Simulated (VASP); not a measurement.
# BaTiO3 (P4/mmm) in VASP: notebook

BaTiO3 is run at these levels: r2SCAN; tasks: single point.

Everything below comes from runs of VASP 6.6.1. Logs are shortened: lines on timing, memory, paths and dates and some standing lists are left out, and cuts for length are marked.

## (1) The cell of the first run

The structure is tetragonal, space group P4/mmm (No. 123). The conventional cell has a = 3.994 Å, b = 3.994 Å, c = 3.754 Å, α = 90.00°, β = 90.00°, γ = 90.00°. Ba (site symmetry 4/mmm) has 12 O at 2.74 to 2.82 Å and 8 Ti at 3.39 Å within 3.6 Å. Within 2.5 Å of Ti (site symmetry 4/mmm) lie 6 O at 1.88 to 2.00 Å. O (site symmetry mmm) has 2 Ti at 2.00 Å within 2.6 Å. Within 2.5 Å of O (site symmetry 4/mmm) lie 2 Ti at 1.88 Å.

## (2) Single point, r2SCAN (strain -0.0600 x Voigt [0, 0, 1, 0, 0, 0])

POSCAR reads:

```
BaTiO3
1.0
    3.9940382582      0.0000000000      0.0000000000
    0.0000000000      3.9940382582      0.0000000000
    0.0000000000      0.0000000000      3.7543959627
Ba Ti O
1 1 3
Direct
    0.5000000000      0.5000000000      0.5000000000
    0.0000000000      0.0000000000      0.0000000000
    0.5000000000      0.0000000000      0.0000000000
    0.0000000000      0.5000000000      0.0000000000
    0.0000000000      0.0000000000      0.5000000000
```

INCAR.step1 reads:

```
PREC     = Accurate       # precision mode
ENCUT    = 520            # plane-wave cutoff, eV
ISMEAR   = 0              # smearing method
SIGMA    = 0.05           # smearing width, eV
LREAL    = F              # projectors in reciprocal space
LASPH    = T              # aspherical terms in the spheres
NELM     = 80             # most SCF steps
NBANDS   = 28             # bands
GGA      = PE             # functional
ALGO     = Normal         # electronic algorithm
EDIFF    = 1E-4           # SCF threshold, eV
LWAVE    = T              # write WAVECAR
LCHARG   = F              # write CHGCAR
```

INCAR.step2 reads:

```
PREC     = Accurate       # precision mode
ENCUT    = 520            # plane-wave cutoff, eV
EDIFF    = 1E-6           # SCF threshold, eV
ISMEAR   = 0              # smearing method
SIGMA    = 0.05           # smearing width, eV
LREAL    = F              # projectors in reciprocal space
LASPH    = T              # aspherical terms in the spheres
NELM     = 80             # most SCF steps
ALGO     = Normal         # electronic algorithm
ISIF     = 2              # what is computed and relaxed
LWAVE    = F              # write WAVECAR
LCHARG   = T              # write CHGCAR
METAGGA  = R2SCAN         # meta-GGA
LMIXTAU  = T            
LELF     = T              # ELF
LVHAR    = T            
NBANDS   = 28             # bands
ISTART   = 1
```

KPOINTS reads:

```
Automatic mesh
0
Gamma
  8 8 8
```

Potentials or basis: VASP PAW PBE potentials, release 64 (Ba_sv, Ti_sv, O).

Run with:

```sh
$ cat potpaw_PBE.64/Ba_sv/POTCAR potpaw_PBE.64/Ti_sv/POTCAR potpaw_PBE.64/O/POTCAR > POTCAR
$ cp INCAR.step1 INCAR
$ mpirun -np 1 vasp_std > vasp.out
$ cp INCAR.step2 INCAR
$ mpirun -np 1 vasp_std > vasp.out
```

OUTCAR:

```text
PREC = Accurate
   ENCUT = 520
   EDIFF = 1E-6
   ISMEAR = 0
   LREAL = F
   LASPH = T
   NELM = 80
   ISIF = 2
   METAGGA = R2SCAN
   ISTART = 1

 ion  position               nearest neighbor table
   1  0.500  0.500  0.500-   3 2.74   4 2.74   3 2.74   4 2.74   3 2.74   3 2.74   4 2.74   4 2.74
                             5 2.82   5 2.82   5 2.82   5 2.82   2 3.39   2 3.39   2 3.39   2 3.39
   2  0.000  0.000  0.000-   5 1.88   5 1.88   3 2.00   4 2.00   4 2.00   3 2.00   1 3.39   1 3.39
                             1 3.39   1 3.39   1 3.39   1 3.39   1 3.39   1 3.39
   3  0.500  0.000  0.000-   2 2.00   2 2.00   1 2.74   1 2.74   1 2.74   1 2.74
   4  0.000  0.500  0.000-   2 2.00   2 2.00   1 2.74   1 2.74   1 2.74   1 2.74
   5  0.000  0.000  0.500-   2 1.88   2 1.88   1 2.82   1 2.82   1 2.82   1 2.82

  LATTYP: Found a simple tetragonal cell.
 ALAT       =     3.9940382582
 C/A-ratio  =     0.9400000000

  Lattice vectors:

 A1 = (   3.9940382582,   0.0000000000,   0.0000000000)
 A2 = (   0.0000000000,   3.9940382582,   0.0000000000)
 A3 = (   0.0000000000,   0.0000000000,   3.7543959627)

Analysis of symmetry for initial positions (statically):
=====================================================================
 Subroutine PRICEL returns:
 Original cell was already a primitive cell.

 Routine SETGRP: Setting up the symmetry group for a
 simple tetragonal supercell.

 Subroutine GETGRP returns: Found 16 space group operations
 (whereof 16 operations were pure point group operations)
 out of a pool of 16 trial point group operations.

The static configuration has the point symmetry D_4h.

Analysis of symmetry for dynamics (positions and initial velocities):
=====================================================================
 Subroutine PRICEL returns:
 Original cell was already a primitive cell.

 Routine SETGRP: Setting up the symmetry group for a
 simple tetragonal supercell.

 Subroutine GETGRP returns: Found 16 space group operations
 (whereof 16 operations were pure point group operations)
 out of a pool of 16 trial point group operations.

The dynamic configuration has the point symmetry D_4h.

 Subroutine INISYM returns: Found 16 space group operations
 (whereof 16 operations are pure point group operations),
 and found     1 'primitive' translations

----------------------------------------------------------------------------------------

                                     Primitive cell

  volume of cell :      59.8914

  direct lattice vectors                    reciprocal lattice vectors
     3.994038258  0.000000000  0.000000000     0.250373165  0.000000000  0.000000000
     0.000000000  3.994038258  0.000000000     0.000000000  0.250373165  0.000000000
     0.000000000  0.000000000  3.754395963     0.000000000  0.000000000  0.266354431

  length of vectors
     3.994038258  3.994038258  3.754395963     0.250373165  0.250373165  0.266354431

  position of ions in fractional coordinates (direct lattice)
     0.500000000  0.500000000  0.500000000
     0.000000000  0.000000000  0.000000000
     0.500000000  0.000000000  0.000000000
     0.000000000  0.500000000  0.000000000
     0.000000000  0.000000000  0.500000000

  ion indices of the primitive-cell ions
   primitive index   ion index
                 1           1
                 2           2
                 3           3
                 4           4
                 5           5

----------------------------------------------------------------------------------------

 KPOINTS: Automatic mesh

Automatic generation of k-mesh.
 Grid dimensions read from file:
 generate k-points for:    8    8    8

 Generating k-lattice:

  Cartesian coordinates                     Fractional coordinates (reciprocal lattice)
     0.031296646  0.000000000  0.000000000     0.125000000  0.000000000  0.000000000
     0.000000000  0.031296646  0.000000000     0.000000000  0.125000000  0.000000000
     0.000000000  0.000000000  0.033294304     0.000000000  0.000000000  0.125000000

  Length of vectors
     0.031296646  0.031296646  0.033294304

  Shift w.r.t. Gamma in fractional coordinates (k-lattice)
     0.000000000  0.000000000  0.000000000

 Subroutine IBZKPT returns following result:
 ===========================================

 Found     75 irreducible k-points:

 Following reciprocal coordinates:
            Coordinates               Weight
  0.000000  0.000000  0.000000      1.000000
  0.125000  0.000000  0.000000      4.000000
  0.250000  0.000000  0.000000      4.000000
  0.375000  0.000000  0.000000      4.000000
  0.500000  0.000000  0.000000      2.000000
  0.125000  0.125000  0.000000      4.000000
[... 16 lines left out ...]
  0.375000  0.125000  0.125000     16.000000
  0.500000  0.125000  0.125000      8.000000
 [... further k-points ...]
   k-points           NKPTS =     75   k-points in BZ     NKDIM =     75   number of bands    NBANDS=     28
   number of dos      NEDOS =    301   number of ions     NIONS =      5
   total plane-waves  NPLWV =  25200
   dimension x,y,z NGX =    30 NGY =   30 NGZ =   28
   dimension x,y,z NGXF=    60 NGYF=   60 NGZF=   56
   ions per type =               1   1   3
   NGX,Y,Z   is equivalent  to a cutoff of  12.49, 12.49, 12.40 a.u.
   NGXF,Y,Z  is equivalent  to a cutoff of  24.97, 24.97, 24.80 a.u.
 SYSTEM =  unknown system
   PREC   = accura    normal or accurate (medium, high low for compatibility)
   ISTART =      1    job   : 0-new  1-cont  2-samecut
   ICHARG =      0    charge: 1-file 2-atom 10-const
   ISPIN  =      1    spin polarized calculation?
   LNONCOLLINEAR =      F non collinear calculations
   LSORBIT =      F    spin-orbit coupling
   LASPH  =      T    aspherical Exc in radial PAW
   ENCUT  =  520.0 eV  38.22 Ry    6.18 a.u.   7.43  7.43  6.98*2*pi/ulx,y,z
   NELM   =     80;   NELMIN=  2; NELMDL=  0     # of ELM steps
   EDIFF  = 0.1E-05   stopping-criterion for ELM
   LREAL  =      F    real-space projection
   EDIFFG = 0.1E-04   stopping-criterion for IOM
   NSW    =      0    number of steps for IOM
   IBRION =     -1    ionic relax: 0-MD 1-quasi-New 2-CG
   NFREE  =      0    steps in history (QN), initial steepest desc. (CG)
   ISIF   =      2    stress and relaxation
   ISYM   =      2    0-nonsym 1-usesym 2-fastsym
   POTIM  = 0.5000    time-step for ionic-motion
   TEBEG  =    0.0;   TEEND  =   0.0 temperature during run
   PSTRESS=    0.0 pullay stress
   NELECT =      40.0000    total number of electrons
   NUPDOWN=      -1.0000    fix difference up-down
   EMIN   =  10.00;   EMAX   =-10.00  energy-range for DOS
   EFERMI =   0.00;   METHOD = LEGACY
   ISMEAR =     0;   SIGMA  =   0.05  broadening in eV -4-tet -1-fermi 0-gaus
   EFERMI_NEDOS =   21; number of points for ismear=-14 and -15
   IALGO  =     38    algorithm
   IMIX   =      4    mixing-type and parameters
     AMIX     =   0.40;   BMIX     =  1.00
     AMIX_MAG =   1.60;   BMIX_MAG =  1.00
  volume/ion in A,a.u.               =      11.98        80.83
  Fermi-wavevector in a.u.,A,eV,Ry     =   1.431001  2.704200 27.861526  2.047764
  Thomas-Fermi vector in A             =   2.550785
   LORBIT       =      0    0 simple, 1 ext, 2 COOP (PROOUT), +10 PAW based schemes
   METAGGA = R2SCAN    functional components
   LHFCALC =     F    Hartree Fock is set to
   AEXX    =    0.0000 exact exchange contribution
   IVDW    =     0    specifies the selected vdW correction
   LEPSILON=     F    determine dielectric tensor
   LRPA    =     F    only Hartree local field effects (RPA)
 non-spin polarized calculation
 Gauss-broadening in eV      SIGMA  =   0.05
  energy-cutoff  :      520.00
  volume of cell :       59.89
 maximum number of plane-waves:      1640
 NGX is ok and might be reduce to    30
   NGX = 15   NGY = 15   NGZ = 13

 number of electron      39.9999977 magnetization

 Free energy of the ion-electron system (eV)
  ---------------------------------------------------
  ext. energy  EPLUGINS =         0.00000000
  ---------------------------------------------------
  free energy    TOTEN  =       -73.88913147 eV

  energy without entropy =      -73.88913147  energy(sigma->0) =      -73.88913147

 E-fermi :   4.4783     XC(G=0): -12.3098

 val. band max:        4.1548593986   @ k =   0.5000   0.5000   0.5000
 cond. band min:       6.2869445305   @ k =   0.0000   0.0000   0.0000
 fundamental gap:      2.1320851320
 Fermi energy:         4.4783158564

 k-point     1 :       0.0000    0.0000    0.0000
  band No.  band energies     occupation
      1     -54.4674      2.00000
      2     -29.7280      2.00000
      3     -29.6511      2.00000
      4     -29.6511      2.00000
      5     -21.2659      2.00000
      6     -14.1049      2.00000
[... 20 lines left out ...]
     27      10.1363      0.00000
     28      13.2659      0.00000

 k-point     2 :       0.1250    0.0000    0.0000
  band No.  band energies     occupation
      1     -54.4672      2.00000
      2     -29.7276      2.00000
      3     -29.6605      2.00000
      4     -29.6507      2.00000
      5     -21.2422      2.00000
      6     -14.1430      2.00000
[... 20 lines left out ...]
     27      10.4478      0.00000
     28      13.6237      0.00000

 k-point     3 :       0.2500    0.0000    0.0000
  band No.  band energies     occupation
      1     -54.4667      2.00000
      2     -29.7269      2.00000
      3     -29.6833      2.00000
      4     -29.6499      2.00000
      5     -21.1836      2.00000
      6     -14.2589      2.00000
[... 20 lines left out ...]
     27      11.2517      0.00000
     28      13.6110      0.00000

 k-point     4 :       0.3750    0.0000    0.0000
  band No.  band energies     occupation
      1     -54.4663      2.00000
      2     -29.7261      2.00000
      3     -29.7058      2.00000
      4     -29.6491      2.00000
      5     -21.1233      2.00000
      6     -14.3969      2.00000
[... 578 lines left out ...]
     27      11.7657      0.00000
     28      13.6567      0.00000

 k-point    23 :       0.3750    0.1250    0.1250
  band No.  band energies     occupation
      1     -54.4657      2.00000
      2     -29.7454      2.00000
      3     -29.7042      2.00000
      4     -29.6575      2.00000
      5     -21.0838      2.00000
      6     -14.2278      2.00000
[... 20 lines left out ...]
     27      12.6657      0.00000
     28      13.9425      0.00000

 k-point    24 :       0.5000    0.1250    0.1250
  band No.  band energies     occupation
      1     -54.4655      2.00000
      2     -29.7450      2.00000
      3     -29.7134      2.00000
      4     -29.6572      2.00000
      5     -21.0614      2.00000
      6     -14.2748      2.00000
[... 20 lines left out ...]
     27      13.0789      0.00000
     28      14.1378      0.00000

 [... further k-points ...]

------------------------ aborting loop because EDIFF is reached ----------------------------------------

  FORCE on cell =-STRESS in cart. coord.  units (eV):
  Direction    XX          YY          ZZ          XY          YZ          ZX
  --------------------------------------------------------------------------------------
  -------------------------------------------------------------------------------------
  Total        3.8796191      3.8796191     10.7555607      0.0000000      0.0000000      0.0000000
  in kB      103.7851359    103.7851359    287.7260084      0.0000000      0.0000000      0.0000000
  external PRESSURE =     165.0987601 kB  Pullay stress =       0.0000000 kB

 VOLUME and BASIS-vectors are now :
 -----------------------------------------------------------------------------
  energy-cutoff  :      520.00
  volume of cell :       59.89
      direct lattice vectors                 reciprocal lattice vectors
     3.994038258  0.000000000  0.000000000     0.250373165  0.000000000  0.000000000
     0.000000000  3.994038258  0.000000000     0.000000000  0.250373165  0.000000000
     0.000000000  0.000000000  3.754395963     0.000000000  0.000000000  0.266354431

 POSITION                                       TOTAL-FORCE (eV/Angst)
 -----------------------------------------------------------------------------------
      1.99702      1.99702      1.87720         0.000000      0.000000      0.000000
      0.00000      0.00000      0.00000         0.000000      0.000000      0.000000
      1.99702      0.00000      0.00000         0.000000      0.000000      0.000000
      0.00000      1.99702      0.00000         0.000000      0.000000      0.000000
      0.00000      0.00000      1.87720         0.000000      0.000000      0.000000
 -----------------------------------------------------------------------------------
    total drift:                                0.000000     -0.000000      0.000000

  FREE ENERGIE OF THE ION-ELECTRON SYSTEM (eV)
  ---------------------------------------------------
  free  energy   TOTEN  =       -73.8891314729 eV

  energy  without entropy=      -73.8891314729  energy(sigma->0) =      -73.88913147
```

It took 4.5 min on 1 thread of Intel Xeon Platinum 8559C (Emerald Rapids), shared host; peak memory 0.25 GiB.

What came out:

```
Free energy            : -73.8891 eV
Pressure               : 16.5 GPa
Band gap on the k mesh : 2.13 eV (least direct gap 2.23 eV)
```

Caveat: the cell differs from its parent crystal (strain -0.0600 x Voigt [0, 0, 1, 0, 0, 0]); the stress differs along the axes, from 10 to 29 GPa; the PAW data sets were made with another functional, which shifts forces and pressure a little; spin-orbit coupling is left out, which moves the levels of the heavy elements. A k mesh can miss the band edges.

## (3) Single point, r2SCAN (strain -0.0450 x Voigt [0, 0, 1, 0, 0, 0])

POSCAR, as its differences from that of step 2:

```diff
@@ -4,3 +4,3 @@
     0.0000000000      3.9940382582      0.0000000000
-    0.0000000000      0.0000000000      3.7543959627
+    0.0000000000      0.0000000000      3.8143065366
 Ba Ti O
```

INCAR.step1 reads:

```
SYSTEM = BaTiO3
PREC = Accurate
ENCUT = 520
ISMEAR = 0
SIGMA = 0.05
LREAL = .FALSE.
LASPH = .TRUE.
NELM = 80
NBANDS = 28
GGA = PE
ALGO = Normal
EDIFF = 1E-4
LWAVE = .TRUE.
LCHARG = .FALSE.
```

INCAR.step2 reads:

```
SYSTEM = BaTiO3
PREC = Accurate
ENCUT = 520
EDIFF = 1E-6
ISMEAR = 0
SIGMA = 0.05
LREAL = .FALSE.
LASPH = .TRUE.
NELM = 80
ALGO = Normal
ISIF = 2
LWAVE = .FALSE.
LCHARG = .FALSE.
METAGGA = R2SCAN
LMIXTAU = .TRUE.
NBANDS = 28
ISTART = 1
```

KPOINTS reads:

```
Automatic mesh
0
G
  8 8 8
  0 0 0
```

Potentials or basis: VASP PAW PBE potentials, release 64 (Ba_sv, Ti_sv, O).

Run with:

```sh
$ cat potpaw_PBE.64/Ba_sv/POTCAR potpaw_PBE.64/Ti_sv/POTCAR potpaw_PBE.64/O/POTCAR > POTCAR
$ cp INCAR.step1 INCAR
$ mpirun -np 1 vasp_std > vasp.out
$ cp INCAR.step2 INCAR
$ mpirun -np 1 vasp_std > vasp.out
```

It took 3.7 min on 1 thread of Intel Xeon Platinum 8559C (Emerald Rapids), shared host; peak memory 0.26 GiB.

It converged, with:

```
Free energy            : -74.0372 eV
Pressure               : 12.2 GPa
Band gap on the k mesh : 2.14 eV (least direct gap 2.26 eV)
```

Stress tensor (GPa, compression positive):
```
 8.03  0.00  0.00
 0.00  8.03  0.00
 0.00  0.00 20.57
```

Levels at points of the mesh, in eV from the valence-band top:
```csv
k point,band 18,band 19,band 20,band 21,band 22,band 23
"(0.00, 0.00, 0.00)",-0.17,-0.17,-0.11,2.14,2.24,2.24
"(0.50, 0.00, 0.00)",-1.74,-0.80,-0.75,2.40,3.94,3.96
"(0.50, 0.50, 0.00)",-1.20,-1.20,-0.25,3.97,3.97,4.39
"(0.00, 0.00, 0.50)",-1.96,-0.83,-0.83,2.37,4.35,4.40
"(0.50, 0.00, 0.50)",-0.77,-0.76,-0.13,3.96,4.40,4.70
"(0.50, 0.50, 0.50)",-0.12,0.00,0.00,4.70,4.96,4.96
```

Caveat: the cell differs from its parent crystal (strain -0.0450 x Voigt [0, 0, 1, 0, 0, 0]); the stress differs along the axes, from 8 to 21 GPa; the PAW data sets were made with another functional, which shifts forces and pressure a little; spin-orbit coupling is left out, which moves the levels of the heavy elements.

(Part 1 of 2 ends here.)
